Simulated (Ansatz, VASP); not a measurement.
# InSb5 in VASP and in Ansatz

File INCAR:

```
SYSTEM = InSb5
PREC = Accurate
ENCUT = 600
EDIFF = 1E-6
ISMEAR = 0
SIGMA = 0.1
LREAL = .FALSE.
LASPH = .TRUE.
NELM = 60
ALGO = Normal
ISIF = 3
LWAVE = .FALSE.
LCHARG = .FALSE.
GGA = PE
IBRION = 2
NSW = 90
EDIFFG = -0.04
```

KPOINTS

```
Automatic mesh
0
G
  6 6 2
  0 0 0
```

The input POSCAR:

```
InSb5
1.0
    3.3845200536      0.0000000000      0.0000000000
    0.0000000000      3.3845200536      0.0000000000
    0.0000000000      0.0000000000     14.1813498839
In Sb
1 5
Direct
    0.5000000000      0.5000000000      0.0000000000
    0.5000000000      0.5000000000      0.3346045335
    0.5000000000      0.5000000000      0.6653954665
    0.0000000000      0.0000000000      0.1717531533
    0.0000000000      0.0000000000      0.8282468467
    0.0000000000      0.0000000000      0.5000000000
```

Input for Ansatz:

```yaml
crystal:
  lattice:
    - [3.3845200536, 0.0, 0.0]
    - [0.0, 3.3845200536, 0.0]
    - [0.0, 0.0, 14.1813498839]
  atoms:
    - { symbol: In, position: [0.5, 0.5, 0.0] }
    - { symbol: Sb, position: [0.5, 0.5, 0.3346045335] }
    - { symbol: Sb, position: [0.5, 0.5, 0.6653954665] }
    - { symbol: Sb, position: [0.0, 0.0, 0.1717531533] }
    - { symbol: Sb, position: [0.0, 0.0, 0.8282468467] }
    - { symbol: Sb, position: [0.0, 0.0, 0.5] }
basis:
  ecutwfc: 420
kpoints:
  mp_grid: { grid: [6, 6, 2] }
hamiltonian:
  xc: pbe
scf:
  occupations: { method: gaussian, width: 0.1 }
  lower_state_search: "off"
output:
  forces: true
  stress: true
  eigenvalues: true
relax:
  adjacent_minimum: "off"
  f_tol: 0.04
  max_steps: 70
  cell: { stress_tol: 0.4 }
```

Change from the starting cell: species swapped into the Hf5Pb type (P4/mmm, No. 123).

Alike in both runs: task relaxation of cell and atoms; functional PBE; k mesh 6 × 6 × 2; occupations gaussian, width 0.1 eV; no spin polarisation.

|  | VASP | Ansatz |
| --- | --- | --- |
| version | VASP 6.6.1 | Ansatz 0.2.0 |
| potentials or method | VASP PAW PBE potentials, release 64 (In_d, Sb), cutoff 600 eV | scalar-relativistic, plane waves, PAW |
| valence electrons in the cell | 38 | 88 |

|  | VASP | Ansatz | Ansatz less VASP |
| --- | --- | --- | --- |
| gap on the k mesh at the Fermi level, each at its own relaxed structure (eV) | none | none | - |
| relaxed volume (Å³/atom) | 27.48 | 27.57 | +0.089 |
| relaxed length of the cell vector where the two differ most in proportion (Å) | 3.370 | 3.377 | +0.0067 |

A gap of «none» marks a metal or a gap that the smearing closes. VASP's potentials hold 38 valence electrons a cell and Ansatz's 88, so a difference there can come from the potentials and not from the codes.

Spin-orbit coupling is off throughout. Noted on VASP's run: too few bands were computed for a metal, which touches its energy and stress.
